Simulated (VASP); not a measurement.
A run of VASP 6.6.1:

Contents of INCAR:

```
PREC = Accurate
ENCUT = 520
EDIFF = 1E-7
ISMEAR = -1
SIGMA = 0.1
LREAL = False
LASPH = True
NELM = 100
ALGO = Normal
ISIF = 2
LWAVE = False
LCHARG = False
GGA = B5
ALDAX = 1.0
AGGAX = 1.0
AGGAC = 1.0
ALDAC = 0.0
NBANDS = 8
```

Contents of KPOINTS:

```
Automatic mesh
0
Gamma
  16 16 16
```

The input POSCAR:

```
Si
1.0
   -1.6635585451      1.6635585451      1.6635585451
    1.6635585451     -1.6635585451      1.6635585451
    1.6635585451      1.6635585451     -1.6635585451
Si
1
Direct
    0.0000000000      0.0000000000      0.0000000000
```

Potentials or basis: VASP PAW PBE potentials, release 64 (Si).

Launch:

```console
$ cat potpaw_PBE.64/Si/POTCAR > POTCAR
$ mpirun -np 1 vasp_std > vasp.out
```

Hardware: 1 thread of Intel Xeon 8259CL (shared host).

Q: How long does it take, and how much memory?

A: It took 28 s on 1 thread of Intel Xeon 8259CL (shared host), peak memory 0.14 GiB. Counts: scf iterations 11, k points 145.
